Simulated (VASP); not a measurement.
Runs of VASP 6.6.1 on AlCo (rocksalt type). The structure is that of space group Fm-3m (No. 225), or close to it. The cells are those of the table. 

```csv
cell,k mesh,gap on the mesh (eV),pressure (GPa)
"a = 3.117 Å, angles 60.0°, 2 atoms",15 × 15 × 15,none,50.2
"a = 3.387 Å, angles 60.0°, 2 atoms",14 × 14 × 14,none,-0.1
"a = 3.118 Å, angles 60.0°, 2 atoms",15 × 15 × 15,none,(a)
"a = 3.116 Å, angles 60.0°, 2 atoms",15 × 15 × 15,none,50.4
```

Alike in all rows: task single point; level PBE; potentials or basis VASP PAW PBE potentials, release 64 (Co, Al); no spin polarisation; cutoff (eV) 520; smearing fermi-dirac 0.08 eV.

Question: Fill in the values left out.

Answer: (a) 50.0.

A gap of «none» marks levels without a gap at the run's occupations.
